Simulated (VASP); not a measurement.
TiPt5: relaxation of cell and atoms with PBE

Crystal: TiPt5.

```xyz
6
Lattice="3.9082 0.0000 0.0000 0.0000 3.9082 0.0000 0.0000 0.0000 6.4579" Properties=species:S:1:pos:R:3 pbc="T T T"
Ti    1.9541    1.9541    3.2290
Pt    0.0000    1.9541    1.3000
Pt    1.9541    0.0000    1.3000
Pt    0.0000    1.9541    5.1579
Pt    1.9541    0.0000    5.1579
Pt    0.0000    0.0000    3.2290
```

```yaml
Program: VASP 6.6.1
Task: relaxation of cell and atoms
Functional: PBE
Potentials_or_basis: VASP PAW PBE potentials, release 64 (Ti_sv, Pt)
Cutoff: 600 eV
k_mesh: 10 × 10 × 6
Occupations: gaussian, width 0.1 eV
Spin: no spin polarisation
Dipole_correction: no
Further_INCAR_settings: ALGO = Normal; EDIFF = 1e-06; IBRION = 2; EDIFFG = -0.01; NSW = 100; ISIF = 3
```

```yaml
Relaxed_volume: 16.44 Å³/atom
Relaxed_cell: a = 3.910 Å, b = 3.910 Å, c = 6.449 Å, α = 90.00°, β = 90.00°, γ = 90.00°
Space_group_after_relaxing_to_0.05_Å: P4/mmm (No. 123)
Energy_gained_by_relaxing: 0.2 meV/atom
Ionic_steps: 6
Pressure_after_relaxing: 0.0 GPa
Largest_force_after_relaxing: 0.004 eV/Å
Band_gap_on_the_k_mesh: zero (band 31 reaches 10.50 eV, above the bottom of band 32 at 9.26 eV)
```

Forces on the atoms (eV/Å):
```
Ti   0.000  0.000  0.000
Pt   0.000  0.000  0.004
Pt   0.000  0.000  0.004
Pt   0.000  0.000 -0.004
Pt   0.000  0.000 -0.004
Pt   0.000  0.000  0.000
```

Step by step:
```tsv
step	energy change (eV)	largest force (eV/Å)	pressure (GPa)	volume (Å³)
1	0.0000	0.0923	-0.31	98.64
2	0.0000	0.0079	0.82	98.19
3	-0.0006	0.0427	0.28	98.41
4	-0.0011	0.0123	0.00	98.60
5	-0.0011	0.0068	0.02	98.58
6	-0.0011	0.0035	-0.03	98.61
```

Final structure:
```yaml
crystal:
  lattice:
    - [3.91035, 0.00000, 0.00000]
    - [0.00000, 3.91035, 0.00000]
    - [0.00000, 0.00000, 6.44917]
  atoms:
    - { symbol: Ti, position: [0.50000, 0.50000, 0.50000] }
    - { symbol: Pt, position: [0.00000, 0.50000, 0.20212] }
    - { symbol: Pt, position: [0.50000, 0.00000, 0.20212] }
    - { symbol: Pt, position: [0.00000, 0.50000, 0.79788] }
    - { symbol: Pt, position: [0.50000, 0.00000, 0.79788] }
    - { symbol: Pt, position: [0.00000, 0.00000, 0.50000] }
```

Levels at points of the mesh, in eV from the Fermi level:
```
           k point  band 27  band 28  band 29  band 30  band 31  band 32  band 33  band 34  band 35  band 36
(0.00, 0.00, 0.00)    -0.42    -0.31     0.04     0.04     0.77     0.86     1.55     1.77     2.00     2.00
(0.50, 0.00, 0.00)    -1.86    -1.85    -1.84    -1.45    -0.86    -0.36     0.18     0.67     1.19     2.22
(0.50, 0.50, 0.00)    -0.87    -0.83    -0.83     0.35     0.35     1.00     1.00     1.61     1.61     1.63
(0.00, 0.00, 0.50)    -0.65    -0.54     0.42     0.77     0.86     1.30     1.30     1.48     1.80     1.91
(0.50, 0.00, 0.50)    -1.81    -1.65    -1.43    -1.39    -0.67    -0.29     0.41     0.87     1.30     1.58
(0.50, 0.50, 0.50)    -1.71    -1.51    -0.40    -0.13     0.08     0.10     0.50     1.44     1.44     1.93
```

Run time: 8.9 min on 1 thread of Intel(R) Xeon(R) 6975P-C (Granite Rapids), on a shared host, peak memory 0.46 GiB.

Caveat: spin-orbit coupling is left out, which moves the levels of the heavy elements.
